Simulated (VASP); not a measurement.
# Fe (Fm-3m) in VASP: further runs

The runs below take Fe through single point, with PBE.

Program: VASP 6.6.1. These are calculated values, not measurements. Logs are shortened: lines on timing, memory, paths and dates and some standing lists are left out, and cuts for length are marked.

### Step 1. The cell of the first run

The structure is cubic, space group Fm-3m (No. 225). Conventional cell: a = 3.557 Å, b = 3.557 Å, c = 3.557 Å, α = 90.00°, β = 90.00°, γ = 90.00°. Fe (site symmetry m-3m) has 12 Fe at 2.52 Å within 3.3 Å.

This isn't the form of Fe at room conditions, which is bcc.

### Step 2. Single point, PBE

Input file INCAR:

```
ALGO = Normal
EDIFF = 1E-6
ENCUT = 520
GGA = PE
ISIF = 2
ISMEAR = 0
LASPH = True
LCHARG = False
LREAL = False
LWAVE = False
NBANDS = 15
NELM = 100
PREC = Accurate
SIGMA = 0.1
```

Input file KPOINTS:

```
k-points
0
Gamma
  6 12 12
```

Input file POSCAR:

```
Fe
1.0
    0.0000000000      3.5570000000      3.5570000000
    1.7785000000      0.0000000000      1.7785000000
    1.7785000000      1.7785000000      0.0000000000
Fe
2
Direct
    0.0000000000      0.0000000000      0.0000000000
    0.5000000000      0.0000000000      0.0000000000
```

Potentials or basis: VASP PAW PBE potentials, release 64 (Fe).

Command:

```console
> cat potpaw_PBE.64/Fe/POTCAR > POTCAR
> mpirun -np 1 vasp_std > vasp.out
```

OUTCAR:

```text
EDIFF = 1E-6
   ENCUT = 520
   GGA = PE
   ISIF = 2
   ISMEAR = 0
   LASPH = True
   LREAL = False
   NELM = 100
   PREC = Accurate

 ion  position               nearest neighbor table
   1  0.000  0.000  0.000-   2 2.52   2 2.52   2 2.52   2 2.52   2 2.52   2 2.52
   2  0.500  0.000  0.000-   1 2.52   1 2.52   1 2.52   1 2.52   1 2.52   1 2.52

  LATTYP: Found a trigonal (rhomboedric) cell.
 ALAT       =     4.3564175075
 COS(alpha) =     0.8333333333

  Lattice vectors:

 A1 = (   1.7785000000,  -1.7785000000,  -3.5570000000)
 A2 = (   3.5570000000,  -1.7785000000,  -1.7785000000)
 A3 = (   1.7785000000,  -3.5570000000,  -1.7785000000)

Analysis of symmetry for initial positions (statically):
=====================================================================
 Subroutine PRICEL returns following result:

  LATTYP: Found a face centered cubic cell.
 ALAT       =     3.5570000000

  Lattice vectors:

 A1 = (   0.0000000000,   1.7785000000,   1.7785000000)
 A2 = (   1.7785000000,   0.0000000000,   1.7785000000)
 A3 = (   1.7785000000,   1.7785000000,   0.0000000000)

   2 primitive cells build up your supercell.

 Routine SETGRP: Setting up the symmetry group for a
 trigonal (rhombohedral) supercell.

 Subroutine GETGRP returns: Found 12 space group operations
 (whereof 12 operations were pure point group operations)
 out of a pool of 12 trial point group operations.

The static configuration has the point symmetry D_3d.

Analysis of symmetry for dynamics (positions and initial velocities):
=====================================================================
 Subroutine PRICEL returns following result:

  LATTYP: Found a face centered cubic cell.
 ALAT       =     3.5570000000

  Lattice vectors:

 A1 = (   0.0000000000,   1.7785000000,   1.7785000000)
 A2 = (   1.7785000000,   0.0000000000,   1.7785000000)
 A3 = (   1.7785000000,   1.7785000000,   0.0000000000)

   2 primitive cells build up your supercell.

 Routine SETGRP: Setting up the symmetry group for a
 trigonal (rhombohedral) supercell.

 Subroutine GETGRP returns: Found 12 space group operations
 (whereof 12 operations were pure point group operations)
 out of a pool of 12 trial point group operations.

The dynamic configuration has the point symmetry D_3d.

 Subroutine INISYM returns: Found 12 space group operations
 (whereof 12 operations are pure point group operations),
 and found     2 'primitive' translations

----------------------------------------------------------------------------------------

                                     Primitive cell

  volume of cell :      11.2510

  direct lattice vectors                    reciprocal lattice vectors
     0.000000000  1.778500000  1.778500000    -0.281135789  0.281135789  0.281135789
     1.778500000  0.000000000  1.778500000     0.281135789 -0.281135789  0.281135789
     1.778500000  1.778500000  0.000000000     0.281135789  0.281135789 -0.281135789

  length of vectors
     2.515178821  2.515178821  2.515178821     0.486941470  0.486941470  0.486941470

  position of ions in fractional coordinates (direct lattice)
     0.000000000  0.000000000  0.000000000

  ion indices of the primitive-cell ions
   primitive index   ion index
                 1           1

----------------------------------------------------------------------------------------

 KPOINTS: k-points

Automatic generation of k-mesh.
 Grid dimensions read from file:
 generate k-points for:    6   12   12

 Generating k-lattice:

  Cartesian coordinates                     Fractional coordinates (reciprocal lattice)
    -0.023427982  0.023427982  0.023427982     0.166666667  0.000000000  0.000000000
     0.023427982 -0.023427982  0.023427982     0.000000000  0.083333333  0.000000000
     0.023427982  0.023427982 -0.023427982     0.000000000  0.000000000  0.083333333

  Length of vectors
     0.040578456  0.040578456  0.040578456

  Shift w.r.t. Gamma in fractional coordinates (k-lattice)
     0.000000000  0.000000000  0.000000000

 -----------------------------------------------------------------------------
|                                                                             |
|           W    W    AA    RRRRR   N    N  II  N    N   GGGG   !!!           |
|           W    W   A  A   R    R  NN   N  II  NN   N  G    G  !!!           |
|           W    W  A    A  R    R  N N  N  II  N N  N  G       !!!           |
|           W WW W  AAAAAA  RRRRR   N  N N  II  N  N N  G  GGG   !            |
|           WW  WW  A    A  R   R   N   NN  II  N   NN  G    G                |
|           W    W  A    A  R    R  N    N  II  N    N   GGGG   !!!           |
|                                                                             |
|     Your reciprocal lattice and k-lattice belong to different lattice       |
|     classes:                                                                |
|                                                                             |
|        The reciprocal lattice is rhombohedral (trigonal),                   |
|        whereas your k-lattice is body-centered cubic.                       |
|                                                                             |
|     Results are often still useful ...                                      |
|                                                                             |
 -----------------------------------------------------------------------------

 Subroutine IBZKPT returns following result:
 ===========================================

 Found     98 irreducible k-points:

 Following reciprocal coordinates:
            Coordinates               Weight
  0.000000  0.000000  0.000000      1.000000
  0.166667  0.000000  0.000000      2.000000
  0.333333  0.000000  0.000000      2.000000
  0.500000  0.000000  0.000000      1.000000
  0.000000  0.083333  0.000000      6.000000
  0.166667  0.083333  0.000000      6.000000
[... 16 lines left out ...]
  0.000000  0.333333  0.000000      6.000000
  0.166667  0.333333  0.000000      6.000000
 [... further k-points ...]
   k-points           NKPTS =     98   k-points in BZ     NKDIM =     98   number of bands    NBANDS=     15
   number of dos      NEDOS =    301   number of ions     NIONS =      2
   total plane-waves  NPLWV =  16000
   dimension x,y,z NGX =    40 NGY =   20 NGZ =   20
   dimension x,y,z NGXF=    80 NGYF=   40 NGZF=   40
   ions per type =               2
   NGX,Y,Z   is equivalent  to a cutoff of  13.22, 13.22, 13.22 a.u.
   NGXF,Y,Z  is equivalent  to a cutoff of  26.44, 26.44, 26.44 a.u.
 SYSTEM =  unknown system
   PREC   = accura    normal or accurate (medium, high low for compatibility)
   ISTART =      0    job   : 0-new  1-cont  2-samecut
   ICHARG =      2    charge: 1-file 2-atom 10-const
   ISPIN  =      1    spin polarized calculation?
   LNONCOLLINEAR =      F non collinear calculations
   LSORBIT =      F    spin-orbit coupling
   LASPH  =      T    aspherical Exc in radial PAW
   ENCUT  =  520.0 eV  38.22 Ry    6.18 a.u.   9.35  4.68  4.68*2*pi/ulx,y,z
   NELM   =    100;   NELMIN=  2; NELMDL= -5     # of ELM steps
   EDIFF  = 0.1E-05   stopping-criterion for ELM
   LREAL  =      F    real-space projection
   EDIFFG = 0.1E-04   stopping-criterion for IOM
   NSW    =      0    number of steps for IOM
   IBRION =     -1    ionic relax: 0-MD 1-quasi-New 2-CG
   NFREE  =      0    steps in history (QN), initial steepest desc. (CG)
   ISIF   =      2    stress and relaxation
   ISYM   =      2    0-nonsym 1-usesym 2-fastsym
   POTIM  = 0.5000    time-step for ionic-motion
   TEBEG  =    0.0;   TEEND  =   0.0 temperature during run
   PSTRESS=    0.0 pullay stress
   NELECT =      16.0000    total number of electrons
   NUPDOWN=      -1.0000    fix difference up-down
   EMIN   =  10.00;   EMAX   =-10.00  energy-range for DOS
   EFERMI =   0.00;   METHOD = LEGACY
   ISMEAR =     0;   SIGMA  =   0.10  broadening in eV -4-tet -1-fermi 0-gaus
   EFERMI_NEDOS =   21; number of points for ismear=-14 and -15
   IALGO  =     38    algorithm
   IMIX   =      4    mixing-type and parameters
     AMIX     =   0.40;   BMIX     =  1.00
     AMIX_MAG =   1.60;   BMIX_MAG =  1.00
  volume/ion in A,a.u.               =      11.25        75.93
  Fermi-wavevector in a.u.,A,eV,Ry     =   1.461193  2.761255 29.049600  2.135085
  Thomas-Fermi vector in A             =   2.577554
   LORBIT       =      0    0 simple, 1 ext, 2 COOP (PROOUT), +10 PAW based schemes
   GGA     = PE    functional components
   LHFCALC =     F    Hartree Fock is set to
   AEXX    =    0.0000 exact exchange contribution
   IVDW    =     0    specifies the selected vdW correction
   LEPSILON=     F    determine dielectric tensor
   LRPA    =     F    only Hartree local field effects (RPA)
 non-spin polarized calculation
 Gauss-broadening in eV      SIGMA  =   0.10
  energy-cutoff  :      520.00
  volume of cell :       22.50
 maximum number of plane-waves:       617
 NGX is ok and might be reduce to    40
   NGX = 19   NGY =  9   NGZ =  9

 number of electron      15.9999989 magnetization

 Free energy of the ion-electron system (eV)
  ---------------------------------------------------
  ext. energy  EPLUGINS =         0.00000000
  ---------------------------------------------------
  free energy    TOTEN  =       -16.02326739 eV

  energy without entropy =      -16.01110981  energy(sigma->0) =      -16.01718860

 E-fermi :   5.7855     XC(G=0): -13.2222

 val. band max:        5.7693573755   @ k =   0.1667   0.0833   0.0000
 cond. band min:       5.8002209556   @ k =   0.1667   0.3333   0.0000
 fundamental gap:      0.0308635802
 Fermi energy:         5.7855300443

 k-point     1 :       0.0000    0.0000    0.0000
  band No.  band energies     occupation
      1      -2.5091      2.00000
      2       1.4576      2.00000
      3       4.2881      2.00000
      4       4.2881      2.00000
      5       4.3650      2.00000
      6       4.3650      2.00000
      7       4.3650      2.00000
      8       5.7115      1.70516
      9       5.7115      1.70516
     10       6.0023      0.00217
     11       6.6388      0.00000
     12       6.6388      0.00000
     13      13.2233      0.00000
     14      26.9350      0.00000
     15      28.3128      0.00000

 k-point     2 :       0.1667    0.0000    0.0000
  band No.  band energies     occupation
      1      -2.2359      2.00000
      2       1.3491      2.00000
      3       4.2718      2.00000
      4       4.3412      2.00000
      5       4.3412      2.00000
      6       4.4379      2.00000
      7       4.4379      2.00000
      8       5.2381      2.00000
      9       5.6788      1.86863
     10       5.6788      1.86863
     11       6.5100      0.00000
     12       6.5100      0.00000
     13      14.5509      0.00000
     14      27.1680      0.00000
     15      27.7822      0.00000

 k-point     3 :       0.3333    0.0000    0.0000
  band No.  band energies     occupation
      1      -1.4530      2.00000
      2       0.8039      2.00000
      3       4.0536      2.00000
      4       4.1943      2.00000
      5       4.4756      2.00000
      6       4.4756      2.00000
      7       4.5825      2.00000
      8       4.5825      2.00000
      9       5.6553      1.93447
     10       5.6553      1.93447
     11       6.1839      0.00000
     12       6.1839      0.00000
     13      17.4858      0.00000
     14      24.8595      0.00000
     15      27.8020      0.00000
[... 343 lines left out ...]
 k-point    23 :       0.0000    0.3333    0.0000
  band No.  band energies     occupation
      1       0.8039      2.00000
      2       1.9189      2.00000
      3       2.5251      2.00000
      4       4.1943      2.00000
      5       4.4756      2.00000
      6       4.4756      2.00000
      7       5.1136      2.00000
      8       5.9877      0.00425
      9       6.1839      0.00000
     10       6.1839      0.00000
     11       6.7498      0.00000
     12       9.4659      0.00000
     13      17.3174      0.00000
     14      17.4858      0.00000
     15      18.8792      0.00000

 k-point    24 :       0.1667    0.3333    0.0000
  band No.  band energies     occupation
      1       0.6707      2.00000
      2       2.2961      2.00000
      3       2.7114      2.00000
      4       3.8003      2.00000
      5       4.4360      2.00000
      6       4.6149      2.00000
      7       4.6589      2.00000
      8       5.8002      0.83542
      9       6.0785      0.00003
     10       6.2770      0.00000
     11       6.5914      0.00000
     12      11.8715      0.00000
     13      14.4165      0.00000
     14      17.7719      0.00000
     15      18.7757      0.00000

 [... further k-points ...]

------------------------ aborting loop because EDIFF is reached ----------------------------------------

  FORCE on cell =-STRESS in cart. coord.  units (eV):
  Direction    XX          YY          ZZ          XY          YZ          ZX
  --------------------------------------------------------------------------------------
  -------------------------------------------------------------------------------------
  Total       -3.0623071     -3.0623071     -3.0623071     -0.0000028      0.0000028     -0.0000028
  in kB     -218.0407791   -218.0407791   -218.0407791     -0.0002023      0.0002023     -0.0002023
  external PRESSURE =    -218.0407791 kB  Pullay stress =       0.0000000 kB

 VOLUME and BASIS-vectors are now :
 -----------------------------------------------------------------------------
  energy-cutoff  :      520.00
  volume of cell :       22.50
      direct lattice vectors                 reciprocal lattice vectors
     0.000000000  3.557000000  3.557000000    -0.140567894  0.140567894  0.140567894
     1.778500000  0.000000000  1.778500000     0.281135789 -0.281135789  0.281135789
     1.778500000  1.778500000  0.000000000     0.281135789  0.281135789 -0.281135789

 POSITION                                       TOTAL-FORCE (eV/Angst)
 -----------------------------------------------------------------------------------
      0.00000      0.00000      0.00000         0.000000      0.000000      0.000000
      0.00000      1.77850      1.77850        -0.000000     -0.000000     -0.000000
 -----------------------------------------------------------------------------------
    total drift:                               -0.000000     -0.000000     -0.000000

  FREE ENERGIE OF THE ION-ELECTRON SYSTEM (eV)
  ---------------------------------------------------
  free  energy   TOTEN  =       -16.0232673906 eV

  energy  without entropy=      -16.0111098053  energy(sigma->0) =      -16.01718860
```

It took 40 s on 1 thread of Intel Xeon 8259CL, shared host; peak memory 0.16 GiB.

Results:

- Free energy: -16.0233 eV
- Pressure: -21.8 GPa
- Band gap on the k mesh: zero (bands 8 and 9 overlap by 1.47 eV)

Levels at points of the mesh, in eV from the Fermi level:
| k point | band 4 | band 5 | band 6 | band 7 | band 8 | band 9 | band 10 | band 11 | band 12 | band 13 |
| --- | --- | --- | --- | --- | --- | --- | --- | --- | --- | --- |
| (0.00, 0.00, 0.00) | -1.50 | -1.42 | -1.42 | -1.42 | -0.07 | -0.07 | 0.22 | 0.85 | 0.85 | 7.44 |
| (0.50, 0.00, 0.00) | -1.89 | -1.18 | -1.18 | -1.18 | -1.18 | 0.04 | 0.04 | 0.04 | 0.04 | 15.28 |
| (0.00, 0.50, 0.00) | -1.50 | -1.50 | 0.22 | 0.82 | 0.85 | 0.85 | 1.09 | 1.09 | 3.03 | 7.44 |
| (0.50, 0.50, 0.00) | -2.83 | -1.45 | -1.45 | -0.42 | -0.42 | 0.92 | 0.92 | 3.54 | 3.54 | 9.65 |

Caveat: the cell stands under tension; the run has no spin polarisation, though such a crystal can be magnetic. Spin polarisation is off, so any magnetic state and its effect on volume and gap are missing.

### Step 3. Single point, PBE, collinear spin, zero start

Input file INCAR:

```
  PREC = Accurate
  ENCUT = 520
  EDIFF = 1E-6
  ISMEAR = 0
  SIGMA = 0.1
  LREAL = F
  LASPH = T
  NELM = 150
  ALGO = Normal
  ISIF = 2
  LWAVE = F
  LCHARG = F
  ISPIN = 2
  MAGMOM = 0 0
  LORBIT = 11
  LMAXMIX = 4
  GGA = PE
  NBANDS = 19
```

Input file KPOINTS:

```
Automatic mesh
0
Gamma
  6 12 12
```

POSCAR is that of step 2.

Potentials or basis: VASP PAW PBE potentials, release 64 (Fe).

Command:

```console
> cat potpaw_PBE.64/Fe/POTCAR > POTCAR
> mpirun -np 1 vasp_std > vasp.out
```

Wall time 2 min (1 thread of Intel Xeon 8259CL, shared host); peak memory 0.2 GiB.

It converged, with:

```
Free energy                                           : -16.0233 eV
Pressure                                              : -21.7 GPa
Band gap on the k mesh                                : zero (filled and empty bands overlap)
Net moment                                            : 0.00 μB per cell
Valence electrons inside the program's atomic spheres : Fe 7.28
```

Levels at points of the mesh, in eV from the Fermi level:
Spin up:
```
           k point  band 4  band 5  band 6  band 7  band 8  band 9  band 10  band 11  band 12  band 13
(0.00, 0.00, 0.00)   -1.50   -1.42   -1.42   -1.42   -0.07   -0.07     0.22     0.85     0.85     7.44
(0.50, 0.00, 0.00)   -1.89   -1.18   -1.18   -1.18   -1.18    0.04     0.04     0.04     0.04    15.28
(0.00, 0.50, 0.00)   -1.50   -1.50    0.22    0.82    0.85    0.85     1.09     1.09     3.03     7.44
(0.50, 0.50, 0.00)   -2.83   -1.45   -1.45   -0.42   -0.42    0.92     0.92     3.54     3.54     9.65
```
Spin down:
```
           k point  band 6  band 7  band 8  band 9  band 10  band 11
(0.00, 0.00, 0.00)   -1.42   -1.42   -0.07   -0.07     0.22     0.85
(0.50, 0.00, 0.00)   -1.18   -1.18   -1.18    0.04     0.04     0.04
(0.00, 0.50, 0.00)    0.22    0.82    0.85    0.85     1.09     1.09
(0.50, 0.50, 0.00)   -1.45   -0.42   -0.42    0.92     0.92     3.54
```

Caveat: the cell stands under tension.

### Step 4. Single point, PBE, collinear spin, ferromagnetic start

Input file INCAR:

```
PREC = Accurate
ENCUT = 520
EDIFF = 1E-7
ISMEAR = 0
SIGMA = 0.1
LREAL = F
LASPH = T
NELM = 150
ALGO = Normal
ISIF = 2
LWAVE = F
LCHARG = F
ISPIN = 2
MAGMOM = 4 4
LORBIT = 11
LMAXMIX = 4
GGA = PE
NBANDS = 19
```

KPOINTS is that of step 3.

POSCAR is that of step 3.

Command:

```console
> cat potpaw_PBE.64/Fe/POTCAR > POTCAR
> mpirun -np 1 vasp_std > vasp.out
```

It took 3 min on 1 thread of Intel Xeon 8259CL, shared host; peak memory 0.2 GiB.

The run converged. Its results:

```
Free energy                                           : -16.1285 eV
Pressure                                              : 7.8 GPa
Net moment                                            : 4.62 μB per cell
Site moments                                          : Fe +2.30 μB
Valence electrons inside the program's atomic spheres : Fe 7.29
```

Levels at points of the mesh, in eV from the Fermi level:
Spin up:
```csv
k point,band 7,band 8,band 9,band 10,band 11,band 12,band 13,band 14
"(0.00, 0.00, 0.00)",-2.32,-1.24,-1.24,-0.21,-0.21,-0.05,6.76,21.04
"(0.50, 0.00, 0.00)",-2.16,-2.16,-1.05,-1.05,-1.05,-1.05,14.83,14.83
"(0.00, 0.50, 0.00)",-0.21,-0.21,-0.05,0.11,0.11,2.73,6.76,10.05
"(0.50, 0.50, 0.00)",-1.48,-1.48,-0.13,-0.13,2.86,2.86,9.13,9.13
```
Spin down:
| k point | band 2 | band 3 | band 4 | band 5 | band 6 | band 7 | band 8 | band 9 | band 10 | band 11 |
| --- | --- | --- | --- | --- | --- | --- | --- | --- | --- | --- |
| (0.00, 0.00, 0.00) | -3.73 | -0.25 | -0.25 | -0.25 | -0.22 | -0.22 | 0.10 | 1.49 | 1.49 | 2.35 |
| (0.50, 0.00, 0.00) | -6.11 | -0.93 | -0.93 | 0.07 | 0.07 | 0.07 | 0.07 | 1.53 | 1.53 | 1.53 |
| (0.00, 0.50, 0.00) | -3.53 | -2.78 | -0.22 | -0.22 | 0.10 | 2.35 | 2.35 | 2.48 | 2.50 | 2.50 |
| (0.50, 0.50, 0.00) | -2.87 | -2.00 | -2.00 | -0.53 | -0.53 | 0.97 | 0.97 | 2.42 | 2.42 | 4.39 |

Caveat: the cell stands under pressure.

(Part 1 of 2 ends here.)
